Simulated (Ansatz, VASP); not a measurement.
HgTe in VASP and in Ansatz

Contents of INCAR:

```
PREC = Accurate ; ENCUT = 520
EDIFF = 1E-6 ; ISMEAR = 0
SIGMA = 0.015 ; LREAL = F
LASPH = T ; NELM = 60
ALGO = Normal ; ISIF = 2
LWAVE = F ; LCHARG = F
GGA = PE ; NBANDS = 16
```

KPOINTS

```
regular mesh
0
Gamma
  7 7 7
```

POSCAR

```
HgTe
1.0
    0.0000000000      3.2145000000      3.2145000000
    3.2145000000      0.0000000000      3.2145000000
    3.2145000000      3.2145000000      0.0000000000
Hg Te
1 1
Direct
    0.0000000000      0.0000000000      0.0000000000
    0.7500000000      0.7500000000      0.7500000000
```

input.yaml

```yaml
crystal:
  lattice:
    - [0.0, 3.2145, 3.2145]
    - [3.2145, 0.0, 3.2145]
    - [3.2145, 3.2145, 0.0]
  atoms:
    - { symbol: Hg, position: [0.0, 0.0, 0.0] }
    - { symbol: Te, position: [0.75, 0.75, 0.75] }
kpoints:
  mp_grid: { grid: [7, 7, 7] }
scf:
  occupations: { method: gaussian, width: 0.015 }
hamiltonian:
  xc: pbe
  pseudopotentials: { kind: all_electron, lapw: { basis_error: 0.001 } }
output:
  forces: true
  stress: true
  eigenvalues: true
```

Alike in both runs: task single point; functional PBE; k mesh 7 × 7 × 7; occupations gaussian, width 0.015 eV; no spin polarisation.

```csv
,VASP,Ansatz
version,VASP 6.6.1,Ansatz 0.2.0
potentials or method,"VASP PAW PBE potentials, release 64 (Hg, Te), cutoff 520 eV","all-electron LAPW, scalar-relativistic"
```

```csv
,VASP,Ansatz,Ansatz less VASP
gap on the k mesh at the Fermi level (eV),none,none,-
pressure (GPa),4.6,4.6,-0.07
```

A gap of «none» marks a metal or a gap that the smearing closes. Ansatz ran all-electron here, and VASP with PAW potentials.

Neither program's run includes spin-orbit coupling.
